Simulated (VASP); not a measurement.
Input of a VASP 6.6.1 run:

The input INCAR:

```
SYSTEM = AlN
  ALGO = Normal
  EDIFF = 1E-7
  ENCUT = 520
  GGA = PS
  ISIF = 2
  ISMEAR = 0
  LASPH = .TRUE.
  LCHARG = .FALSE.
  LREAL = .FALSE.
  LWAVE = .FALSE.
  NBANDS = 11
  NELM = 60
  PREC = Accurate
  SIGMA = 0.05
```

KPOINTS

```
k-points
0
G
  10 10 10
  0 0 0
```

Contents of POSCAR:

```
AlN
1.0
    0.1058051491      2.0019547740      2.0019547740
    2.0019547740      0.1058051491      2.0019547740
    2.0019547740      2.0019547740      0.1058051491
Al N
1 1
Direct
    0.5000000000      0.5000000000      0.5000000000
    0.0000000000      0.0000000000      0.0000000000
```

Potentials or basis: VASP PAW PBE potentials, release 64 (Al, N).

Launch:

```bash
$ cat potpaw_PBE.64/Al/POTCAR potpaw_PBE.64/N/POTCAR > POTCAR
$ mpirun -np 1 vasp_std > vasp.out
```

Task: What does it give for the band gap on the k mesh?

Result: 3.85 eV, indirect (least direct gap 6.28 eV).

Task: What does it give for the pressure?

Result: 37.8 GPa.

Stress tensor (GPa, compression positive):
```
 37.79 -21.15 -21.15
-21.15  37.79 -21.15
-21.15 -21.15  37.79
```

Caveat: the PAW data sets were made with another functional, which shifts forces and pressure a little. A k mesh can miss the band edges.
